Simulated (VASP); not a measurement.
BN:

```
B N
1.0
     0.00000    1.84092    1.78930
     1.84092    0.00000    1.78930
     1.84092    1.84092    0.00000
B N
1 1
Direct
  0.00000 0.00000 0.00000
  0.25000 0.25000 0.25000
```

This cell differs from its parent crystal: epitaxial xy strain +2.0%.

Base run:

```yaml
Program: VASP 6.6.1
Functional: r2SCAN
Potentials_or_basis: VASP PAW PBE potentials, release 64 (B, N)
Cutoff: 520 eV
k_mesh: 12 × 12 × 12
Occupations: gaussian, width 0.01 eV
Spin: no spin polarisation
```

Its results: band gap on the k mesh 4.45 eV, indirect (least direct gap 9.09 eV); pressure -10.4 GPa.

Question: The run is repeated on the same cell with these changes: functional from r2SCAN to PBE; k mesh from 12 × 12 × 12 to 6 × 6 × 6. What comes out?

Answer: Band gap on the k mesh 3.94 eV, indirect (least direct gap 8.39 eV); pressure -6.4 GPa.

Several settings changed at once, so the effect can't be laid on one alone.

Caveats: some runs use coarse meshes; the PAW data sets were made with another functional, which shifts forces and pressure a little (some runs).

A k mesh can miss the band edges.
